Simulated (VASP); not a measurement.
# F (C2/m) in VASP: notebook

The runs below take F through single point, with PBEsol.

All numbers are computed with VASP 6.6.1; they aren't measurements. Logs are shortened: lines on timing, memory, paths and dates and some standing lists are left out, and cuts for length are marked.

### 1 The cell of the first run

It takes space group C2/m (No. 12, monoclinic). Conventional cell: a = 6.333 Å, b = 3.629 Å, c = 7.645 Å, α = 90.00°, β = 112.50°, γ = 90.00°. Within 1.7 Å of F (site symmetry m) lie 1 F at 1.30 Å. Within 1.9 Å of F (site symmetry m) lie 1 F at 1.43 Å.

### 2 Single point, PBEsol (atoms shifted along a free coordinate)

Contents of INCAR:

```
SYSTEM = F
  PREC = Accurate
  ENCUT = 520
  EDIFF = 1E-6
  ISMEAR = 0
  SIGMA = 0.05
  LREAL = .FALSE.
  LASPH = .TRUE.
  NELM = 80
  ALGO = Normal
  ISIF = 2
  LWAVE = .FALSE.
  LCHARG = .TRUE.
  GGA = PS
  LELF = .TRUE.
  LVHAR = .TRUE.
  NBANDS = 22
```

Contents of KPOINTS:

```
regular mesh
0
G
  4 4 2
  0 0 0
```

Contents of POSCAR:

```
F
1.0
    3.1573117572     -1.8146152765     -0.2435191204
    3.1573117572      1.8146152765     -0.2435191204
   -2.3740572529      0.0000000000      7.2670371310
F
4
Direct
    0.0848459664      0.0848459664      0.0820156542
    0.9151540336      0.9151540336      0.9179843458
    0.5015719855      0.5015719855      0.5937195244
    0.4984280145      0.4984280145      0.4062804756
```

Potentials or basis: VASP PAW PBE potentials, release 64 (F).

The run is started by

```
$ cat potpaw_PBE.64/F/POTCAR > POTCAR
$ mpirun -np 1 vasp_std > vasp.out
```

OUTCAR:

```text
SYSTEM = F
   PREC = Accurate
   ENCUT = 520
   EDIFF = 1E-6
   ISMEAR = 0
   LREAL = .FALSE.
   LASPH = .TRUE.
   NELM = 80
   ISIF = 2
   GGA = PS

 ion  position               nearest neighbor table
   1  0.085  0.085  0.082-   2 1.30
   2  0.915  0.915  0.918-   1 1.30
   3  0.502  0.502  0.594-   4 1.43
   4  0.498  0.498  0.406-   3 1.43

  LATTYP: Found a base centered monoclinic cell.
 ALAT       =     6.3333779594
 B/A-ratio  =     0.5730323654
 C/A-ratio  =     1.2070962569
 COS(beta)  =    -0.3827161857

  Lattice vectors:

 A1 = (   3.1573117572,  -1.8146152765,  -0.2435191204)
 A2 = (   3.1573117572,   1.8146152765,  -0.2435191204)
 A3 = (  -2.3740572529,   0.0000000000,   7.2670371310)

Analysis of symmetry for initial positions (statically):
=====================================================================
 Subroutine PRICEL returns:
 Original cell was already a primitive cell.

 Routine SETGRP: Setting up the symmetry group for a
 base centered monoclinic supercell.

 Subroutine GETGRP returns: Found  4 space group operations
 (whereof  4 operations were pure point group operations)
 out of a pool of  4 trial point group operations.

The static configuration has the point symmetry C_2h.

Analysis of symmetry for dynamics (positions and initial velocities):
=====================================================================
 Subroutine PRICEL returns:
 Original cell was already a primitive cell.

 Routine SETGRP: Setting up the symmetry group for a
 base centered monoclinic supercell.

 Subroutine GETGRP returns: Found  4 space group operations
 (whereof  4 operations were pure point group operations)
 out of a pool of  4 trial point group operations.

The dynamic configuration has the point symmetry C_2h.

 Subroutine INISYM returns: Found  4 space group operations
 (whereof  4 operations are pure point group operations),
 and found     1 'primitive' translations

----------------------------------------------------------------------------------------

                                     Primitive cell

  volume of cell :      81.1720

  direct lattice vectors                    reciprocal lattice vectors
     3.157311757 -1.814615277 -0.243519120     0.162455977 -0.275540500  0.053072495
     3.157311757  1.814615277 -0.243519120     0.162455977  0.275540500  0.053072495
    -2.374057253  0.000000000  7.267037131     0.010887831  0.000000000  0.141164592

  length of vectors
     3.649759950  3.649759950  7.644996828     0.324239420  0.324239420  0.141583852

  position of ions in fractional coordinates (direct lattice)
     0.084845966  0.084845966  0.082015654
     0.915154034  0.915154034  0.917984346
     0.501571986  0.501571986  0.593719524
     0.498428015  0.498428015  0.406280476

  ion indices of the primitive-cell ions
   primitive index   ion index
                 1           1
                 2           2
                 3           3
                 4           4

----------------------------------------------------------------------------------------

 KPOINTS: regular mesh

Automatic generation of k-mesh.
 Grid dimensions read from file:
 generate k-points for:    4    4    2

 Generating k-lattice:

  Cartesian coordinates                     Fractional coordinates (reciprocal lattice)
     0.040613994 -0.068885125  0.013268124     0.250000000  0.000000000 -0.000000000
     0.040613994  0.068885125  0.013268124     0.000000000  0.250000000 -0.000000000
     0.005443916  0.000000000  0.070582296     0.000000000  0.000000000  0.500000000

  Length of vectors
     0.081059855  0.081059855  0.070791926

  Shift w.r.t. Gamma in fractional coordinates (k-lattice)
     0.000000000  0.000000000  0.000000000

 Subroutine IBZKPT returns following result:
 ===========================================

 Found     14 irreducible k-points:

 Following reciprocal coordinates:
            Coordinates               Weight
  0.000000  0.000000  0.000000      1.000000
  0.250000 -0.000000  0.000000      4.000000
  0.500000 -0.000000  0.000000      2.000000
  0.250000  0.250000  0.000000      2.000000
  0.500000  0.250000  0.000000      4.000000
 -0.250000  0.250000  0.000000      2.000000
  0.500000  0.500000  0.000000      1.000000
  0.000000  0.000000  0.500000      1.000000
  0.250000 -0.000000  0.500000      4.000000
  0.500000 -0.000000  0.500000      2.000000
  0.250000  0.250000  0.500000      2.000000
  0.500000  0.250000  0.500000      4.000000
 -0.250000  0.250000  0.500000      2.000000
  0.500000  0.500000  0.500000      1.000000
   k-points           NKPTS =     14   k-points in BZ     NKDIM =     14   number of bands    NBANDS=     22
   number of dos      NEDOS =    301   number of ions     NIONS =      4
   total plane-waves  NPLWV =  47040
   dimension x,y,z NGX =    28 NGY =   28 NGZ =   60
   dimension x,y,z NGXF=    56 NGYF=   56 NGZF=  120
   ions per type =               4
   NGX,Y,Z   is equivalent  to a cutoff of  12.75, 12.75, 13.05 a.u.
   NGXF,Y,Z  is equivalent  to a cutoff of  25.51, 25.51, 26.09 a.u.
 SYSTEM =  F
   PREC   = accura    normal or accurate (medium, high low for compatibility)
   ISTART =      0    job   : 0-new  1-cont  2-samecut
   ICHARG =      2    charge: 1-file 2-atom 10-const
   ISPIN  =      1    spin polarized calculation?
   LNONCOLLINEAR =      F non collinear calculations
   LSORBIT =      F    spin-orbit coupling
   LASPH  =      T    aspherical Exc in radial PAW
   ENCUT  =  520.0 eV  38.22 Ry    6.18 a.u.   6.79  6.79 14.21*2*pi/ulx,y,z
   NELM   =     80;   NELMIN=  2; NELMDL= -5     # of ELM steps
   EDIFF  = 0.1E-05   stopping-criterion for ELM
   LREAL  =      F    real-space projection
   EDIFFG = 0.1E-04   stopping-criterion for IOM
   NSW    =      0    number of steps for IOM
   IBRION =     -1    ionic relax: 0-MD 1-quasi-New 2-CG
   NFREE  =      0    steps in history (QN), initial steepest desc. (CG)
   ISIF   =      2    stress and relaxation
   ISYM   =      2    0-nonsym 1-usesym 2-fastsym
   POTIM  = 0.5000    time-step for ionic-motion
   TEBEG  =    0.0;   TEEND  =   0.0 temperature during run
   PSTRESS=    0.0 pullay stress
   NELECT =      28.0000    total number of electrons
   NUPDOWN=      -1.0000    fix difference up-down
   EMIN   =  10.00;   EMAX   =-10.00  energy-range for DOS
   EFERMI =   0.00;   METHOD = LEGACY
   ISMEAR =     0;   SIGMA  =   0.05  broadening in eV -4-tet -1-fermi 0-gaus
   EFERMI_NEDOS =   21; number of points for ismear=-14 and -15
   IALGO  =     38    algorithm
   IMIX   =      4    mixing-type and parameters
     AMIX     =   0.40;   BMIX     =  1.00
     AMIX_MAG =   1.60;   BMIX_MAG =  1.00
  volume/ion in A,a.u.               =      20.29       136.94
  Fermi-wavevector in a.u.,A,eV,Ry     =   1.148133  2.169656 17.935319  1.318209
  Thomas-Fermi vector in A             =   2.284809
   LORBIT       =      0    0 simple, 1 ext, 2 COOP (PROOUT), +10 PAW based schemes
   GGA     = PS    functional components
   LHFCALC =     F    Hartree Fock is set to
   AEXX    =    0.0000 exact exchange contribution
   IVDW    =     0    specifies the selected vdW correction
   LEPSILON=     F    determine dielectric tensor
   LRPA    =     F    only Hartree local field effects (RPA)
 non-spin polarized calculation
 Gauss-broadening in eV      SIGMA  =   0.05
  energy-cutoff  :      520.00
  volume of cell :       81.17
 maximum number of plane-waves:      2199
   NGX = 13   NGY = 13   NGZ = 29

 number of electron      28.0000003 magnetization

 Free energy of the ion-electron system (eV)
  ---------------------------------------------------
  ext. energy  EPLUGINS =         0.00000000
  ---------------------------------------------------
  free energy    TOTEN  =        -7.51207480 eV

  energy without entropy =       -7.51207480  energy(sigma->0) =       -7.51207480

 E-fermi :  -5.2971     XC(G=0):  -6.4960

 val. band max:       -5.6244796549   @ k =   0.5000   0.5000   0.0000
 cond. band min:      -3.0033713711   @ k =   0.0000   0.0000   0.0000
 fundamental gap:      2.6211082839
 Fermi energy:        -5.2971392728

 k-point     1 :       0.0000    0.0000    0.0000
  band No.  band energies     occupation
      1     -32.6197      2.00000
      2     -30.6272      2.00000
      3     -24.4536      2.00000
      4     -23.5820      2.00000
      5     -12.8435      2.00000
      6     -12.1220      2.00000
[... 14 lines left out ...]
     21      12.8043      0.00000
     22      13.7736      0.00000

 k-point     2 :       0.2500   -0.0000    0.0000
  band No.  band energies     occupation
      1     -32.6079      2.00000
      2     -30.6132      2.00000
      3     -24.4416      2.00000
      4     -23.5830      2.00000
      5     -12.7910      2.00000
      6     -12.1555      2.00000
[... 14 lines left out ...]
     21      10.7844      0.00000
     22      12.3900      0.00000

 k-point     3 :       0.5000   -0.0000    0.0000
  band No.  band energies     occupation
      1     -32.5964      2.00000
      2     -30.5997      2.00000
      3     -24.4300      2.00000
      4     -23.5841      2.00000
      5     -12.7282      2.00000
      6     -12.1968      2.00000
[... 14 lines left out ...]
     21       9.7212      0.00000
     22       9.8373      0.00000
[... 226 lines left out ...]
 k-point    13 :      -0.2500    0.2500    0.5000
  band No.  band energies     occupation
      1     -32.5964      2.00000
      2     -30.5996      2.00000
      3     -24.4300      2.00000
      4     -23.5841      2.00000
      5     -12.7285      2.00000
      6     -12.1923      2.00000
[... 14 lines left out ...]
     21      10.0020      0.00000
     22      10.0491      0.00000

 k-point    14 :       0.5000    0.5000    0.5000
  band No.  band energies     occupation
      1     -32.5928      2.00000
      2     -30.5965      2.00000
      3     -24.4402      2.00000
      4     -23.6023      2.00000
      5     -12.7375      2.00000
      6     -12.2162      2.00000
[... 14 lines left out ...]
     21       8.5804      0.00000
     22       8.8089      0.00000

------------------------ aborting loop because EDIFF is reached ----------------------------------------

  FORCE on cell =-STRESS in cart. coord.  units (eV):
  Direction    XX          YY          ZZ          XY          YZ          ZX
  --------------------------------------------------------------------------------------
  -------------------------------------------------------------------------------------
  Total        1.7263563     -0.2789311      4.4923527      0.0000000      0.0000000      3.5393962
  in kB       34.0749132     -5.5055570     88.6703018      0.0000000      0.0000000     69.8607939
  external PRESSURE =      39.0798860 kB  Pullay stress =       0.0000000 kB

 VOLUME and BASIS-vectors are now :
 -----------------------------------------------------------------------------
  energy-cutoff  :      520.00
  volume of cell :       81.17
      direct lattice vectors                 reciprocal lattice vectors
     3.157311757 -1.814615277 -0.243519120     0.162455977 -0.275540500  0.053072495
     3.157311757  1.814615277 -0.243519120     0.162455977  0.275540500  0.053072495
    -2.374057253  0.000000000  7.267037131     0.010887831  0.000000000  0.141164592

 POSITION                                       TOTAL-FORCE (eV/Angst)
 -----------------------------------------------------------------------------------
      0.34106      0.00000      0.55469         2.961514      0.000000      4.876745
      3.59951      0.00000      6.22531        -2.961514      0.000000     -4.876745
      1.75771      0.00000      4.07030         0.138097      0.000000     -0.499168
      2.18285      0.00000      2.70970        -0.138097      0.000000      0.499168
 -----------------------------------------------------------------------------------
    total drift:                                0.000000      0.000000     -0.000000

  FREE ENERGIE OF THE ION-ELECTRON SYSTEM (eV)
  ---------------------------------------------------
  free  energy   TOTEN  =        -7.5120747973 eV

  energy  without entropy=       -7.5120747973  energy(sigma->0) =       -7.51207480
```

It took 20 s on 1 thread of Intel Xeon Platinum 8559C (Emerald Rapids), shared host; peak memory 0.18 GiB.

Results:

- Free energy: -7.5121 eV
- Pressure: 3.9 GPa
- Largest force: 5.706 eV/Å
- Band gap on the k mesh: 2.62 eV (least direct gap 2.66 eV)

Forces on the atoms (eV/Å):
```
F    2.962  0.000  4.877
F   -2.962  0.000 -4.877
F    0.138  0.000 -0.499
F   -0.138  0.000  0.499
```

Stress tensor (GPa, compression positive):
```
 3.41  0.00  6.99
 0.00 -0.55  0.00
 6.99  0.00  8.87
```

Caveat: the k points lie up to 0.51 Å⁻¹ apart; the cell differs from its parent crystal (atoms shifted along a free coordinate); the PAW data sets were made with another functional, which shifts forces and pressure a little.

### 3 Single point, PBEsol (atoms shifted along a free coordinate)

Contents of INCAR:

```
SYSTEM = F
ALGO = Normal
EDIFF = 1E-6
ENCUT = 520
GGA = PS
ISIF = 2
ISMEAR = 0
LASPH = .TRUE.
LCHARG = .TRUE.
LELF = .TRUE.
LREAL = .FALSE.
LVHAR = .TRUE.
LWAVE = .FALSE.
NBANDS = 22
NELM = 60
PREC = Accurate
SIGMA = 0.05
```

Contents of KPOINTS:

```
k-points
0
G
  4 4 2
  0 0 0
```

POSCAR: that of step 2 with these lines changed.

```diff
@@ -8,4 +8,4 @@
 Direct
-    0.0848459664      0.0848459664      0.0820156542
-    0.9151540336      0.9151540336      0.9179843458
+    0.0848459664      0.0848459664      0.1059920108
+    0.9151540336      0.9151540336      0.8940079892
     0.5015719855      0.5015719855      0.5937195244
```

Potentials or basis: VASP PAW PBE potentials, release 64 (F).

The run is started by

```
$ cat potpaw_PBE.64/F/POTCAR > POTCAR
$ mpirun -np 1 vasp_std > vasp.out
```

Wall time 29 s (1 thread of Intel Xeon Platinum 8559C (Emerald Rapids), shared host); peak memory 0.19 GiB.

It converged, with:

```yaml
Free_energy: -7.4938 eV
Pressure: -4.6 GPa
Largest_force: 3.328 eV/Å
Band_gap_on_the_k_mesh: 1.67 eV (least direct gap 1.75 eV)
```

Forces in eV/Å, atoms in the order of the input:
```
F   -1.172  0.000 -3.115
F    1.172  0.000  3.115
F    0.199  0.000 -0.478
F   -0.199  0.000  0.478
```

Stress tensor (GPa, compression positive):
```
 -2.24   0.00  -3.24
  0.00  -0.55   0.00
 -3.24   0.00 -11.14
```

Levels at points of the mesh, in eV from the valence-band top:
```tsv
k point	band 11	band 12	band 13	band 14	band 15	band 16	band 17	band 18
(0.00, 0.00, 0.00)	-0.32	-0.16	-0.09	-0.08	1.67	3.20	8.86	11.31
(0.50, 0.00, 0.00)	-0.36	-0.28	-0.22	-0.21	1.81	3.19	12.63	12.87
(0.50, 0.50, 0.00)	-0.37	-0.28	-0.15	0.00	1.77	3.17	12.96	13.09
(0.00, 0.00, 0.50)	-0.23	-0.20	-0.15	-0.10	1.74	3.11	9.58	9.77
(0.50, 0.00, 0.50)	-0.45	-0.33	-0.18	-0.05	1.77	3.20	12.60	13.40
(0.50, 0.50, 0.50)	-0.34	-0.30	-0.18	-0.10	1.82	3.18	12.60	12.70
```

Caveat: the k points lie up to 0.51 Å⁻¹ apart; the cell differs from its parent crystal (atoms shifted along a free coordinate); the PAW data sets were made with another functional, which shifts forces and pressure a little. A k mesh can miss the band edges.
